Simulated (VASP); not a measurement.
# Ta3H in VASP: further runs, part 2 of 2

VASP 6.6.1. The steps go on from the part before.

## (4) Single point, LDA

Input file INCAR:

```
ALGO = Normal
DIPOL = 0.5 0.5 0.316
EDIFF = 1E-6
ENCUT = 520
IDIPOL = 3
ISIF = 2
ISMEAR = 0
LASPH = True
LCHARG = False
LDIPOL = True
LREAL = False
LWAVE = False
NBANDS = 44
NELM = 80
PREC = Accurate
SIGMA = 0.1
```

Input file KPOINTS:

```
k-points
0
Gamma
  6 6 1
```

Input file POSCAR:

```
Ta3H
1.0
    4.6002247492      0.0000000000      0.0000000000
   -2.3001123746      3.9839114959      0.0000000000
    0.0000000000      0.0000000000     22.4017722044
Ta H
6 2
Direct
    0.6666666667      0.3333333333      0.1785573018
    0.3333333333      0.6666666667      0.2204743848
    0.0000000000      0.0000000000      0.2623914678
    0.6666666667      0.3333333333      0.3016814391
    0.3333333333      0.6666666667      0.3385386112
    0.0000000000      0.0000000000      0.3750494438
    0.2626846112      0.6666666667      0.4237063085
    0.4039820555      0.6666666667      0.4237063085
```

Potentials or basis: VASP PAW LDA potentials, release 64 (Ta_pv, H).

Launch:

```sh
> cat potpaw_LDA.64/Ta_pv/POTCAR potpaw_LDA.64/H/POTCAR > POTCAR
> mpirun -np 1 vasp_std > vasp.out
```

OUTCAR:

```text
EDIFF = 1E-6
   ENCUT = 520
   ISIF = 2
   ISMEAR = 0
   LASPH = True
   LREAL = False
   NELM = 80
   PREC = Accurate

 ion  position               nearest neighbor table
   1  0.667  0.333  0.179-   4 2.76   2 2.82   2 2.82   2 2.82   3 3.25   3 3.25   3 3.25
   2  0.333  0.667  0.220-   5 2.64   1 2.82   3 2.82   1 2.82   3 2.82   3 2.82   1 2.82   4 3.22
                             4 3.22   4 3.22
   3  0.000  0.000  0.262-   6 2.52   4 2.80   4 2.80   4 2.80   2 2.82   2 2.82   2 2.82   5 3.16
                             5 3.16   5 3.16   1 3.25   1 3.25   1 3.25
   4  0.667  0.333  0.302-   1 2.76   5 2.78   5 2.78   5 2.78   3 2.80   3 2.80   3 2.80   6 3.12
                             6 3.12   6 3.12   2 3.22   2 3.22   2 3.22
   5  0.333  0.667  0.339-   7 1.94   8 1.94   2 2.64   6 2.78   6 2.78   6 2.78   4 2.78   4 2.78
                             4 2.78   3 3.16   3 3.16   3 3.16
   6  0.000  0.000  0.375-   3 2.52   5 2.78   5 2.78   5 2.78   4 3.12   4 3.12   4 3.12
   7  0.263  0.667  0.424-   8 0.65   5 1.94
   8  0.404  0.667  0.424-   7 0.65   5 1.94

  LATTYP: Found a hexagonal cell.
 ALAT       =     4.6002247492
 C/A-ratio  =     4.8697125523

  Lattice vectors:

 A1 = (   4.6002247492,   0.0000000000,   0.0000000000)
 A2 = (  -2.3001123746,   3.9839114959,   0.0000000000)
 A3 = (   0.0000000000,   0.0000000000,  22.4017722044)

Analysis of symmetry for initial positions (statically):
=====================================================================
 Subroutine PRICEL returns:
 Original cell was already a primitive cell.

 Routine SETGRP: Setting up the symmetry group for a
 hexagonal supercell.

 Subroutine GETGRP returns: Found  2 space group operations
 (whereof  2 operations were pure point group operations)
 out of a pool of 24 trial point group operations.

The static configuration has the point symmetry C_1h.

Analysis of symmetry for dynamics (positions and initial velocities):
=====================================================================
 Subroutine PRICEL returns:
 Original cell was already a primitive cell.

[... 141 lines left out ...]
  volume of cell :      410.55
 maximum number of plane-waves:     11105
 NGX is ok and might be reduce to    36
   NGX = 17   NGY = 17   NGZ = 83

 dipolmoment           0.000000      0.000000      0.107981 electrons x Angstroem

 number of electron      68.0000008 magnetization

 dipolmoment           0.000000      0.000000     -0.059228 electrons x Angstroem

 Free energy of the ion-electron system (eV)
  ---------------------------------------------------
  ext. energy  EPLUGINS =         0.00000000
  ---------------------------------------------------
  free energy    TOTEN  =       -75.97086245 eV

  energy without entropy =      -75.93755397  energy(sigma->0) =      -75.95420821

 E-fermi :  -0.8475     XC(G=0):  -4.4620

 val. band max:       -0.8480789551   @ k =   0.0000   0.3333   0.0000
 cond. band min:      -0.8470889615   @ k =   0.3333   0.0000   0.0000
 fundamental gap:      0.0009899937
 Fermi energy:        -0.8475188442

 k-point     1 :       0.0000    0.0000    0.0000
  band No.  band energies     occupation
      1     -35.3671      2.00000
      2     -35.2826      2.00000
      3     -35.0997      2.00000
      4     -35.0983      2.00000
      5     -34.9429      2.00000
      6     -34.9407      2.00000
[... 600 lines left out ...]
     43       1.4326      0.00000
     44       1.6113      0.00000

------------------------ aborting loop because EDIFF is reached ----------------------------------------

 vacuum level on the upper side and lower side of the slab       (xc-potential included)        -0.292         0.279

  FORCE on cell =-STRESS in cart. coord.  units (eV):
  Direction    XX          YY          ZZ          XY          YZ          ZX
  --------------------------------------------------------------------------------------
  -------------------------------------------------------------------------------------
  Total        1.7205240     -3.6447581      0.0012037      0.0000000      0.0009443      0.0000000
  in kB        6.7142919    -14.2235560      0.0046974      0.0000000      0.0036849      0.0000000
  external PRESSURE =      -2.5015223 kB  Pullay stress =       0.0000000 kB

 VOLUME and BASIS-vectors are now :
 -----------------------------------------------------------------------------
  energy-cutoff  :      520.00
  volume of cell :      410.55
      direct lattice vectors                 reciprocal lattice vectors
     4.600224749  0.000000000  0.000000000     0.217380683  0.125504796  0.000000000
    -2.300112375  3.983911496  0.000000000     0.000000000  0.251009592  0.000000000
     0.000000000  0.000000000 22.401772204     0.000000000  0.000000000  0.044639325

 POSITION                                       TOTAL-FORCE (eV/Angst)
 -----------------------------------------------------------------------------------
      2.30011      1.32797      4.00000        -0.000000      0.021601      1.857676
     -0.00000      2.65594      4.93902        -0.000000     -0.014136     -1.052951
      0.00000      0.00000      5.87803        -0.000000     -0.000423     -1.650516
      2.30011      1.32797      6.75820        -0.000000     -0.055924      0.110134
     -0.00000      2.65594      7.58386        -0.000000      0.098780      0.155655
      0.00000      0.00000      8.40177        -0.000000     -0.081760     -0.094457
     -0.32500      2.65594      9.49177        -8.130706      0.015931      0.337230
      0.32500      2.65594      9.49177         8.130706      0.015931      0.337230
 -----------------------------------------------------------------------------------
    total drift:                                0.000000      0.000005      0.000783

  FREE ENERGIE OF THE ION-ELECTRON SYSTEM (eV)
  ---------------------------------------------------
  free  energy   TOTEN  =       -75.9708624456 eV

  energy  without entropy=      -75.9375539676  energy(sigma->0) =      -75.95420821

 vacuum level on the upper side and lower side of the slab         2.273         2.858
```

OSZICAR:

```text
N       E                     dE             d eps       ncg     rms          rms(c)
DAV:   1     0.501026032394E+03    0.50103E+03   -0.37184E+04  1480   0.129E+03
DAV:   2    -0.540351681839E+02   -0.55506E+03   -0.53897E+03  1356   0.331E+02
DAV:   3    -0.828101621338E+02   -0.28775E+02   -0.27795E+02  1364   0.653E+01
[... 25 lines left out ...]
DAV:  29    -0.759708528433E+02   -0.54308E-05   -0.76864E-07   896   0.340E-03    0.101E-03
DAV:  30    -0.759708573494E+02   -0.45061E-05   -0.49740E-07   924   0.295E-03    0.803E-04
DAV:  31    -0.759708604209E+02   -0.30715E-05   -0.34183E-07   936   0.169E-03    0.434E-04
DAV:  32    -0.759708617759E+02   -0.13550E-05   -0.12092E-07   868   0.146E-03    0.444E-04
DAV:  33    -0.759708624456E+02   -0.66978E-06   -0.87868E-08   840   0.765E-04
   1 F= -.75970862E+02 E0= -.75954208E+02  d E =-.333085E-01
```

stdout:

```text
POSCAR found type information on POSCAR TaH
 POSCAR found :  2 types and       8 ions
 scaLAPACK will be used
 LDA part: xc-table for (Slater(with rela. corr.)+CA(PZ))
 , standard interpolation
 POSCAR, INCAR and KPOINTS ok, starting setup
 FFT: planning ... GRIDC
 FFT: planning ... GRID_SOFT
 FFT: planning ... GRID
 WAVECAR not read
 entering main loop
```

It took 5.2 min on 1 thread of Intel Xeon 6975P-C (Granite Rapids), shared host; peak memory 0.47 GiB.

Results:

```yaml
Free_energy: -75.9709 eV
Largest_force: 8.138 eV/Å
Band_gap_on_the_k_mesh: zero (bands 34 and 35 overlap by 0.16 eV)
```

Forces on the atoms (eV/Å):
```
Ta   0.000  0.022  1.858
Ta   0.000 -0.014 -1.053
Ta   0.000  0.000 -1.651
Ta   0.000 -0.056  0.110
Ta   0.000  0.099  0.156
Ta   0.000 -0.082 -0.094
H   -8.131  0.016  0.337
H    8.131  0.016  0.337
```

Levels at points of the mesh, in eV from the Fermi level:
| k point | band 30 | band 31 | band 32 | band 33 | band 34 | band 35 | band 36 | band 37 | band 38 | band 39 |
| --- | --- | --- | --- | --- | --- | --- | --- | --- | --- | --- |
| (0.00, 0.00, 0.00) | -1.25 | -1.13 | -0.86 | -0.51 | -0.46 | 0.04 | 0.10 | 0.12 | 1.23 | 1.81 |
| (0.50, 0.00, 0.00) | -1.55 | -1.07 | -0.90 | -0.40 | -0.12 | 0.04 | 0.61 | 0.78 | 1.15 | 1.24 |
| (0.00, 0.50, 0.00) | -1.54 | -1.10 | -0.90 | -0.44 | -0.11 | 0.08 | 0.57 | 0.63 | 1.15 | 1.30 |

Caveat: spin-orbit coupling is left out, which moves the levels of the heavy elements.

## (5) Single point, LDA

Input file INCAR:

```
SYSTEM = Ta3H
  PREC = Accurate
  ENCUT = 520
  EDIFF = 1E-7
  ISMEAR = 0
  SIGMA = 0.1
  LREAL = .FALSE.
  LASPH = .TRUE.
  NELM = 60
  ALGO = Normal
  ISIF = 2
  LWAVE = .FALSE.
  LCHARG = .TRUE.
  LDIPOL = .TRUE.
  IDIPOL = 3
  DIPOL = 0.5 0.5 0.323
  GGA = CA
  LELF = .TRUE.
  LVHAR = .TRUE.
  LVACPOTAV = .TRUE.
  NBANDS = 44
```

Input file KPOINTS:

```
regular mesh
0
G
  6 6 1
  0 0 0
```

POSCAR, as its differences from that of step 4:

```diff
@@ -14,3 +14,3 @@
     0.0000000000      0.0000000000      0.3750494438
-    0.2626846112      0.6666666667      0.4237063085
-    0.4039820555      0.6666666667      0.4237063085
+    0.2626846112      0.6666666667      0.4522754768
+    0.4039820555      0.6666666667      0.4522754768
```

Launch:

```sh
> cat potpaw_LDA.64/Ta_pv/POTCAR potpaw_LDA.64/H/POTCAR > POTCAR
> mpirun -np 1 vasp_std > vasp.out
```

Wall time 5.1 min (1 thread of Intel Xeon 6975P-C (Granite Rapids), shared host); peak memory 0.47 GiB.

Results (log left out):

```yaml
Free_energy: -75.9573 eV
Largest_force: 6.377 eV/Å
Band_gap_on_the_k_mesh: zero (bands 34 and 35 overlap by 0.03 eV)
```

Forces in eV/Å, atoms in the order of the input:
```
Ta   0.000  0.012  1.982
Ta   0.000 -0.001 -0.512
Ta   0.000 -0.005 -1.794
Ta   0.000 -0.008  0.216
Ta   0.000  0.035  0.339
Ta   0.000 -0.006 -0.269
H   -6.377 -0.013  0.019
H    6.377 -0.013  0.019
```

Levels at points of the mesh, in eV from the Fermi level:
```csv
k point,band 32,band 33,band 34,band 35,band 36,band 37
"(0.00, 0.00, 0.00)",-1.01,-0.39,-0.37,0.17,0.17,0.19
"(0.50, 0.00, 0.00)",-0.92,-0.32,-0.31,0.08,0.47,0.96
"(0.00, 0.50, 0.00)",-0.92,-0.32,-0.31,0.13,0.48,0.97
```

Caveat: spin-orbit coupling is left out, which moves the levels of the heavy elements.

## (6) Single point, LDA

Input file INCAR:

```
SYSTEM = Ta3H
  PREC = Accurate
  ENCUT = 520
  EDIFF = 1E-7
  ISMEAR = 0
  SIGMA = 0.1
  LREAL = .False.
  LASPH = .True.
  NELM = 60
  ALGO = Normal
  ISIF = 2
  LWAVE = .False.
  LCHARG = .False.
  LDIPOL = .True.
  IDIPOL = 3
  DIPOL = 0.5 0.5 0.332
  GGA = CA
  NBANDS = 44
```

Input file KPOINTS:

```
Automatic mesh
0
Gamma
  6 6 1
  0 0 0
```

POSCAR, as its differences from that of step 5:

```diff
@@ -14,3 +14,3 @@
     0.0000000000      0.0000000000      0.3750494438
-    0.2626846112      0.6666666667      0.4522754768
-    0.4039820555      0.6666666667      0.4522754768
+    0.2626846112      0.6666666667      0.4911116899
+    0.4039820555      0.6666666667      0.4911116899
```

Potentials or basis: VASP PAW LDA potentials, release 64 (Ta_pv, H).

Launch:

```sh
> cat potpaw_LDA.64/Ta_pv/POTCAR potpaw_LDA.64/H/POTCAR > POTCAR
> mpirun -np 1 vasp_std > vasp.out
```

Run time: 4.9 min. Hardware: 1 thread of Intel Xeon 6975P-C (Granite Rapids), shared host; peak memory 0.47 GiB.

It converged, with:

- Free energy: -76.0659 eV
- Largest force: 5.671 eV/Å

Forces in eV/Å, atoms in the order of the input:
```
Ta   0.000  0.003  2.048
Ta   0.000  0.000 -0.269
Ta   0.000 -0.002 -1.991
Ta   0.000  0.001  0.101
Ta   0.000  0.007  0.019
Ta   0.000  0.004  0.013
H   -5.671 -0.006  0.040
H    5.671 -0.006  0.040
```

Levels at points of the mesh, in eV from the Fermi level:
```
           k point  band 32  band 33  band 34  band 35  band 36  band 37
(0.00, 0.00, 0.00)    -0.94    -0.33    -0.33     0.17     0.25     0.26
(0.50, 0.00, 0.00)    -0.97    -0.48    -0.27     0.18     0.34     0.98
(0.00, 0.50, 0.00)    -0.97    -0.48    -0.27     0.20     0.33     0.99
```

Caveat: spin-orbit coupling is left out, which moves the levels of the heavy elements.

## (7) Summary

| cell | gap on the mesh (eV) | largest force (eV/Å) |
| --- | --- | --- |
| as given, atomic positions A | none | 2.56 |
| as given, atomic positions B | none | 3.04 |
| as given, atomic positions C | none | 8.14 |
| as given, atomic positions D | none | 6.38 |
| as given, atomic positions E | - | 5.67 |

Alike in all rows: task single point; level LDA; potentials or basis VASP PAW LDA potentials, release 64 (Ta_pv, H); no spin polarisation; k mesh 6 × 6 × 1; cutoff (eV) 520; smearing gaussian 0.1 eV.

Caveats: spin-orbit coupling is left out, which moves the levels of the heavy elements.

Total energies depend on the potentials used, so only differences within one code and one set of settings carry meaning.
